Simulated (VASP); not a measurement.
Write the native input for VASP 6.6.1 that does the following.

| Quantity | Value |
| --- | --- |
| Task | single point |
| Functional | PBEsol |
| Potentials or basis | VASP PAW PBE potentials, release 64 (K_sv, Br) |
| Cutoff | 520 eV |
| k mesh | 6 × 6 × 6 |
| Occupations | gaussian, width 0.01 eV |
| Spin | no spin polarisation |
| Dipole correction | no |
| Further INCAR settings | ALGO = Normal; EDIFF = 1e-06; NBANDS = 15 |

The structure of KBr lies in POSCAR:

```
KBr
1.0
    3.2909007614      3.2909007614      0.0000000000
   -3.2909007614      3.2909007614      0.0000000000
    0.0000000000      3.2909007614      3.2647045365
K Br
1 1
Direct
    0.0000000000      0.0000000000      0.0000000000
    0.5000000000      0.5000000000      0.0000000000
```

This cell differs from its parent crystal: in-plane strain +0.005.

These files were run (other wordings do the same):

INCAR

```
PREC = Accurate
ENCUT = 520
EDIFF = 1E-6
ISMEAR = 0
SIGMA = 0.01
LREAL = False
LASPH = True
NELM = 60
ALGO = Normal
ISIF = 2
LWAVE = False
LCHARG = False
GGA = PS
NBANDS = 15
```

KPOINTS

```
regular mesh
0
Gamma
  6 6 6
```

Potentials or basis: VASP PAW PBE potentials, release 64 (K_sv, Br).

Launch:

```sh
$ cat potpaw_PBE.64/K_sv/POTCAR potpaw_PBE.64/Br/POTCAR > POTCAR
$ mpirun -np 1 vasp_std > vasp.out
```

It gave:

- Pressure: 0.0 GPa
- Band gap on the k mesh: 4.32 eV, direct

Caveat: the cell differs from its parent crystal (in-plane strain +0.005); the PAW data sets were made with another functional, which shifts forces and pressure a little.

Run time: 21 s on 1 thread of AMD EPYC 9R45 (Zen 5) (shared host), peak memory 0.18 GiB.
